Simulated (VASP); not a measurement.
# Si16Au (a cell with a defect) in VASP: single point with r2SCAN

Aim: the single point of Si16Au (a cell with a defect) with r2SCAN.

All numbers are computed with VASP 6.6.1; they aren't measurements. Logs are shortened: lines on timing, memory, paths and dates and some standing lists are left out, and cuts for length are marked.

## (1) The cell of the first run

The cell holds a defect, 17 atoms: a = 7.679 Å, b = 7.679 Å, c = 7.679 Å, α = 60.00°, β = 60.00°, γ = 60.00°.

## (2) Single point, r2SCAN, collinear spin

POSCAR

```
Si16Au
1.0
    0.0000000000      5.4300000000      5.4300000000
    5.4300000000      0.0000000000      5.4300000000
    5.4300000000      5.4300000000      0.0000000000
Si Au
16 1
Direct
    0.0121504275     -0.0293189596      0.0115520295
    0.1267313919      0.1121752901      0.1260803180
    0.0130801479     -0.0016938103      0.4973952879
    0.1546609022      0.1128575555      0.6118887750
   -0.0142803192      0.4860188122     -0.0149732575
    0.1092217364      0.6095370163      0.1084715510
    0.0122461749      0.5124936546      0.4696114624
    0.1267200911      0.6270078365      0.6112061807
    0.4980419623     -0.0016655592      0.0123883636
    0.6125546246      0.1128666647      0.1539631757
    0.5157122936      0.0160458328      0.5150233708
    0.6392008278      0.1395290427      0.6385233789
    0.4703566464      0.5124465037      0.0115977426
    0.6118835793      0.6270270124      0.1260892549
    0.4980176808      0.5134158146      0.4973993754
    0.6125654468      0.6549838974      0.6119118078
    0.8121249857      0.3124460958      0.8114081834
```

INCAR.step1

```
PREC     = Accurate       # precision mode
ENCUT    = 520            # plane-wave cutoff, eV
ISMEAR   = 0              # smearing method
SIGMA    = 0.02           # smearing width, eV
LREAL    = Auto         
LASPH    = T              # aspherical terms in the spheres
NELM     = 150            # most SCF steps
ISPIN    = 2              # spin polarisation
MAGMOM   = 0 0 0 0 0 0 0 0 0 0 0 0 0 0 0 0 1 # initial moments
LMAXMIX  = 4              # l up to which the mixer works
NBANDS   = 56             # bands
GGA      = PE             # functional
ALGO     = Normal         # electronic algorithm
EDIFF    = 1E-4           # SCF threshold, eV
LWAVE    = T              # write WAVECAR
LCHARG   = F              # write CHGCAR
```

INCAR.step2

```
PREC     = Accurate       # precision mode
ENCUT    = 520            # plane-wave cutoff, eV
EDIFF    = 1E-7           # SCF threshold, eV
ISMEAR   = 0              # smearing method
SIGMA    = 0.02           # smearing width, eV
LREAL    = Auto         
LASPH    = T              # aspherical terms in the spheres
NELM     = 150            # most SCF steps
ALGO     = Normal         # electronic algorithm
ISIF     = 2              # what is computed and relaxed
LWAVE    = F              # write WAVECAR
LCHARG   = T              # write CHGCAR
ISPIN    = 2              # spin polarisation
MAGMOM   = 0 0 0 0 0 0 0 0 0 0 0 0 0 0 0 0 1 # initial moments
LORBIT   = 11             # projections on sites
LMAXMIX  = 4              # l up to which the mixer works
METAGGA  = R2SCAN         # meta-GGA
LMIXTAU  = T            
LELF     = T              # ELF
LVHAR    = T            
NBANDS   = 56             # bands
ISTART   = 1
```

KPOINTS

```
regular mesh
0
Gamma
  2 2 2
```

Potentials or basis: VASP PAW PBE potentials, release 64 (Si, Au).

The run is started by

```bash
cat potpaw_PBE.64/Si/POTCAR potpaw_PBE.64/Au/POTCAR > POTCAR
cp INCAR.step1 INCAR
mpirun -np 1 vasp_std > vasp.out
cp INCAR.step2 INCAR
mpirun -np 1 vasp_std > vasp.out
```

OUTCAR:

```text
PREC = Accurate
   ENCUT = 520
   EDIFF = 1E-7
   ISMEAR = 0
   LREAL = Auto
   LASPH = T
   NELM = 150
   ISIF = 2
   ISPIN = 2
   LORBIT = 11
   METAGGA = R2SCAN
   ISTART = 1

 ion  position               nearest neighbor table
   1  0.012  0.971  0.012-   6 2.29   2 2.33  17 2.43  10 2.51   4 2.51
   2  0.127  0.112  0.126-   1 2.33   9 2.33   3 2.33   5 2.35
   3  0.013  0.998  0.497-   4 2.33   8 2.33   2 2.33  12 2.35
   4  0.155  0.113  0.612-  11 2.29   3 2.33  17 2.43   7 2.51   1 2.51
   5  0.986  0.486  0.985-   6 2.32   8 2.35  14 2.35   2 2.35  17 3.27
   6  0.109  0.610  0.108-   7 2.29  13 2.29   1 2.29   5 2.32
   7  0.012  0.512  0.470-   6 2.29   8 2.33  17 2.43   4 2.51  16 2.51
   8  0.127  0.627  0.611-   7 2.33   3 2.33  15 2.33   5 2.35
   9  0.498  0.998  0.012-  10 2.33  14 2.33   2 2.33  12 2.35
  10  0.613  0.113  0.154-  11 2.29   9 2.33  17 2.43  13 2.51   1 2.51
  11  0.516  0.016  0.515-   4 2.29  16 2.29  10 2.29  12 2.32
  12  0.639  0.140  0.639-  11 2.32   9 2.35   3 2.35  15 2.35  17 3.25
  13  0.470  0.512  0.012-   6 2.29  14 2.33  17 2.43  10 2.51  16 2.51
  14  0.612  0.627  0.126-  13 2.33   9 2.33  15 2.33   5 2.35
  15  0.498  0.513  0.497-  16 2.33   8 2.33  14 2.33  12 2.35
  16  0.613  0.655  0.612-  11 2.29  15 2.33  17 2.43   7 2.51  13 2.51
  17  0.812  0.312  0.811-  16 2.43   4 2.43  10 2.43   1 2.43  13 2.43   7 2.43  12 3.25   5 3.27

  LATTYP: Found a face centered cubic cell.
 ALAT       =    10.8600000000

  Lattice vectors:

 A1 = (   0.0000000000,   5.4300000000,   5.4300000000)
 A2 = (   5.4300000000,   0.0000000000,   5.4300000000)
 A3 = (   5.4300000000,   5.4300000000,   0.0000000000)

Analysis of symmetry for initial positions (statically):
=====================================================================
 Subroutine PRICEL returns:
 Original cell was already a primitive cell.

 Routine SETGRP: Setting up the symmetry group for a
 face centered cubic supercell.

 Subroutine GETGRP returns: Found  1 space group operations
 (whereof  1 operations were pure point group operations)
 out of a pool of 48 trial point group operations.

The static configuration has the point symmetry C_1 .

Analysis of symmetry for dynamics (positions and initial velocities):
=====================================================================
 Subroutine PRICEL returns:
 Original cell was already a primitive cell.

 Routine SETGRP: Setting up the symmetry group for a
 face centered cubic supercell.

[... 174 lines left out ...]
  ext. energy  EPLUGINS =         0.00000000
  ---------------------------------------------------
  free energy    TOTEN  =      -186.90863393 eV

  energy without entropy =     -186.90841826  energy(sigma->0) =     -186.90852610

 E-fermi :   7.2604     XC(G=0): -10.2842

 val. band max:        7.2285778794   @ k =   0.0000   0.0000   0.0000
 cond. band min:       7.2922705037   @ k =   0.0000   0.0000   0.0000
 fundamental gap:      0.0636926243
 Fermi energy:         7.2604224634

 spin component 1

 k-point     1 :       0.0000    0.0000    0.0000
  band No.  band energies     occupation
      1      -6.4846      1.00000
      2      -4.1084      1.00000
      3      -3.8761      1.00000
      4      -3.7378      1.00000
      5      -3.7373      1.00000
      6      -2.7196      1.00000
[... 405 lines left out ...]
     48      10.8528      0.00000
     49      10.9042      0.00000
 Fermi energy:         7.2604224634

 spin component 2

 k-point     1 :       0.0000    0.0000    0.0000
  band No.  band energies     occupation
      1      -6.5028      1.00000
      2      -4.1156      1.00000
      3      -3.8962      1.00000
      4      -3.7587      1.00000
      5      -3.7581      1.00000
      6      -2.7325      1.00000
[... 405 lines left out ...]
     48      10.8160      0.00000
     49      10.8927      0.00000
 [bands above 49 left out]

------------------------ aborting loop because EDIFF is reached ----------------------------------------

  FORCE on cell =-STRESS in cart. coord.  units (eV):
  Direction    XX          YY          ZZ          XY          YZ          ZX
  --------------------------------------------------------------------------------------
  -------------------------------------------------------------------------------------
  Total       11.2192121     11.2243203     11.2215216     -0.7429472     -0.7452896     -0.7449066
  in kB       56.1362578     56.1618167     56.1478133     -3.7173977     -3.7291181     -3.7272018
  external PRESSURE =      56.1486293 kB  Pullay stress =       0.0000000 kB

 VOLUME and BASIS-vectors are now :
 -----------------------------------------------------------------------------
  energy-cutoff  :      520.00
  volume of cell :      320.21
      direct lattice vectors                 reciprocal lattice vectors
     0.000000000  5.430000000  5.430000000    -0.092081031  0.092081031  0.092081031
     5.430000000  0.000000000  5.430000000     0.092081031 -0.092081031  0.092081031
     5.430000000  5.430000000  0.000000000     0.092081031  0.092081031 -0.092081031

 POSITION                                       TOTAL-FORCE (eV/Angst)
 -----------------------------------------------------------------------------------
      5.33353      0.12870      5.33677        -0.015590      0.007464     -0.014131
      1.29373      1.37277      1.29726         0.000756     -0.005547      0.001441
      8.12166      2.77188      5.49183         0.004793     -0.003814     -0.001047
      3.93537      4.16236      1.45263        -0.009585      0.014328      0.015352
      7.98778     10.70115      7.99154         0.027928      0.028418      0.025611
      3.89879      1.18207      3.90286         0.006390      0.005865      0.005808
[... 9 lines left out ...]
      6.87924      6.64891      6.88279         0.015235     -0.009748      0.015124
      6.10253      8.81579      6.10642         0.003891      0.003478      0.005121
 -----------------------------------------------------------------------------------
    total drift:                               -0.005797     -0.006790     -0.007210

  FREE ENERGIE OF THE ION-ELECTRON SYSTEM (eV)
  ---------------------------------------------------
  free  energy   TOTEN  =      -186.9086339339 eV

  energy  without entropy=     -186.9084182579  energy(sigma->0) =     -186.90852610

 total charge

# of ion       s       p       d       tot
------------------------------------------
    1        0.736   0.961   0.000   1.697
    2        0.739   0.981   0.000   1.720
    3        0.739   0.980   0.000   1.720
    4        0.736   0.961   0.000   1.697
    5        0.741   0.971   0.000   1.712
    6        0.749   0.984   0.000   1.734
[... 9 lines left out ...]
   16        0.736   0.961   0.000   1.697
   17        0.777   0.591   8.736  10.103
--------------------------------------------------
tot         12.608  16.151   8.736  37.495

 magnetization (x)

# of ion       s       p       d       tot
------------------------------------------
    1       -0.002  -0.001   0.000  -0.003
    2       -0.002  -0.001   0.000  -0.003
    3       -0.002  -0.001   0.000  -0.004
    4       -0.002  -0.001   0.000  -0.003
    5        0.000  -0.000   0.000  -0.000
    6        0.000  -0.000   0.000   0.000
[... 9 lines left out ...]
   16       -0.002  -0.001   0.000  -0.003
   17        0.000   0.000   0.001   0.002
--------------------------------------------------
tot         -0.025  -0.015   0.001  -0.039
```

OSZICAR.step1:

```text
N       E                     dE             d eps       ncg     rms          rms(c)
DAV:   1     0.207189758559E+03    0.20719E+03   -0.29636E+04  1792   0.113E+03
DAV:   2    -0.726645053229E+02   -0.27985E+03   -0.26134E+03  2104   0.179E+02
DAV:   3    -0.890653271085E+02   -0.16401E+02   -0.16068E+02  2232   0.376E+01
DAV:   4    -0.894225829434E+02   -0.35726E+00   -0.35505E+00  2280   0.645E+00
DAV:   5    -0.894313532158E+02   -0.87703E-02   -0.87622E-02  2224   0.962E-01    0.201E+01
DAV:   6    -0.865498747982E+02    0.28815E+01   -0.15670E+01  2072   0.209E+01    0.160E+01
DAV:   7    -0.861541603958E+02    0.39571E+00   -0.31605E+00  2048   0.793E+00    0.785E+00
DAV:   8    -0.860280976678E+02    0.12606E+00   -0.66876E-01  2112   0.304E+00    0.187E+00
DAV:   9    -0.860029680952E+02    0.25130E-01   -0.13091E-01  2032   0.220E+00    0.640E-01
DAV:  10    -0.860053534626E+02   -0.23854E-02   -0.26632E-02  2208   0.518E-01    0.362E-01
DAV:  11    -0.860062806939E+02   -0.92723E-03   -0.13609E-03  1968   0.161E-01    0.207E-01
DAV:  12    -0.860070066424E+02   -0.72595E-03   -0.13032E-03  2000   0.150E-01    0.901E-02
DAV:  13    -0.860071175090E+02   -0.11087E-03   -0.10904E-04  1360   0.400E-02    0.420E-02
DAV:  14    -0.860073472068E+02   -0.22970E-03   -0.25618E-04  1768   0.501E-02    0.352E-02
DAV:  15    -0.860075460478E+02   -0.19884E-03   -0.16710E-04  1536   0.388E-02    0.311E-02
DAV:  16    -0.860077596093E+02   -0.21356E-03   -0.12499E-03  2016   0.989E-02    0.200E-02
DAV:  17    -0.860077848489E+02   -0.25240E-04   -0.59039E-05  1176   0.260E-02
   1 F= -.86007785E+02 E0= -.86007605E+02  d E =-.360078E-03  mag=    -0.2347
```

Run time: 53 min. Hardware: 1 thread of Intel Xeon 8259CL, shared host; peak memory 0.82 GiB.

What came out:

```yaml
Free_energy: -186.9086 eV
Pressure: 5.6 GPa
Largest_force: 0.047 eV/Å
Net_moment: -0.24 μB per cell
Valence_electrons_inside_the_program's_atomic_spheres: Si 1.70, 1.72, 1.71, 1.73 (each value once); Au 10.10
```

Forces on the atoms (eV/Å):
```
Si  -0.016  0.007 -0.014
Si   0.001 -0.006  0.001
Si   0.005 -0.004 -0.001
Si  -0.010  0.014  0.015
Si   0.028  0.028  0.026
Si   0.006  0.006  0.006
Si  -0.013 -0.014  0.004
Si   0.001  0.002 -0.003
Si  -0.002 -0.002  0.004
Si   0.015  0.016 -0.009
Si  -0.008 -0.007 -0.008
Si  -0.027 -0.026 -0.027
Si   0.006 -0.016 -0.013
Si  -0.004  0.001  0.001
Si  -0.003  0.006 -0.002
Si   0.015 -0.010  0.015
Au   0.004  0.003  0.005
```

Caveat: the k points lie up to 0.50 Å⁻¹ apart; the PAW data sets were made with another functional, which shifts forces and pressure a little; spin-orbit coupling is left out, which moves the levels of the heavy elements.
